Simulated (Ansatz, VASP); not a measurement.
MnS in VASP and in Ansatz

The input INCAR:

```
ALGO = Normal
EDIFF = 1E-6
ENCUT = 520
GGA = PE
ISIF = 2
ISMEAR = 0
ISPIN = 2
LASPH = True
LCHARG = False
LDAU = True
LDAUJ = 0 0
LDAUL = 2 -1
LDAUPRINT = 1
LDAUTYPE = 2
LDAUU = 5 0
LMAXMIX = 4
LORBIT = 11
LREAL = False
LWAVE = False
MAGMOM = 5 5 0 0
NBANDS = 31
NELM = 150
PREC = Accurate
SIGMA = 0.05
```

KPOINTS

```
k-points
0
Gamma
  6 6 3
```

Contents of POSCAR:

```
MnS
1.0
    3.9760016100      0.0000000000      0.0000000000
   -1.9880008000      3.4433184000      0.0000000000
    0.0000000000      0.0000000000      6.4320005000
Mn S
2 2
Direct
    0.3333333333      0.6666666667      0.0000000000
    0.6666666667      0.3333333333      0.5000000000
    0.3333333333      0.6666666667      0.3850000000
    0.6666666667      0.3333333333      0.8850000000
```

Input for Ansatz:

```yaml
crystal:
  lattice:
    - [3.97600161, 0.0, 0.0]
    - [-1.9880008, 3.4433184, 0.0]
    - [0.0, 0.0, 6.4320005]
  atoms:
    - { symbol: Mn, position: [0.3333333333, 0.6666666667, 0.0], spin: 5.0 }
    - { symbol: Mn, position: [0.6666666667, 0.3333333333, 0.5], spin: 5.0 }
    - { symbol: S, position: [0.3333333333, 0.6666666667, 0.385] }
    - { symbol: S, position: [0.6666666667, 0.3333333333, 0.885] }
basis:
  ecutwfc: 420
  ecutrho_ratio: 4
kpoints:
  mp_grid: { grid: [6, 6, 3] }
hamiltonian:
  xc: pbe
  hubbard:
    sites: [{ site: 0, l: d, u_eff: 5.0 }, { site: 1, l: d, u_eff: 5.0 }]
scf:
  occupations: { method: gaussian, width: 0.05 }
  lower_state_search: "off"
  max_iter: 150
output:
  forces: true
  stress: true
  eigenvalues: true
  populations: true
  hubbard: { sites: [{ site: 0, l: d }, { site: 1, l: d }] }
magnetization:
  spin_polarized: true
```

Alike in both runs: task single point; functional PBE; k mesh 6 × 6 × 3; occupations gaussian, width 0.05 eV; collinear spin; Hubbard terms Mn d U = 5.0 eV.

```csv
,VASP,Ansatz
version,VASP 6.6.1,Ansatz 0.2.0
potentials or method,"VASP PAW PBE potentials, release 64 (Mn_pv, S), cutoff 520 eV","scalar-relativistic, plane waves, PAW"
valence electrons in the cell,38,42
```

|  | VASP | Ansatz | Ansatz less VASP |
| --- | --- | --- | --- |
| gap on the k mesh at the Fermi level (eV) | 1.58 | 1.49 | -0.085 |
| least direct gap on the mesh (eV) | 1.58 | 1.49 | -0.085 |
| pressure (GPa) | 5.8 | 5.8 | +0.02 |
| traceless stress, the component that is largest in VASP (GPa) | -1.85 | -1.72 | +0.131 |
| rms of the force components (eV/Å) | 0.135 | 0.146 | +0.0109 |
| net moment per atom (μB) | 2.50 | 2.50 | 0.000 |
| size of the moment on the site where the two differ most (μB) | 4.61 | 4.37 | -0.243 |

Site moments also hang on the region over which each program counts them. The programs project onto different local orbitals, so the same U acts differently, and such runs can settle in different states. Atom by atom the forces differ by 0.011 eV/Å (rms over components). VASP's potentials hold 38 valence electrons a cell and Ansatz's 42, so a difference there can come from the potentials and not from the codes.
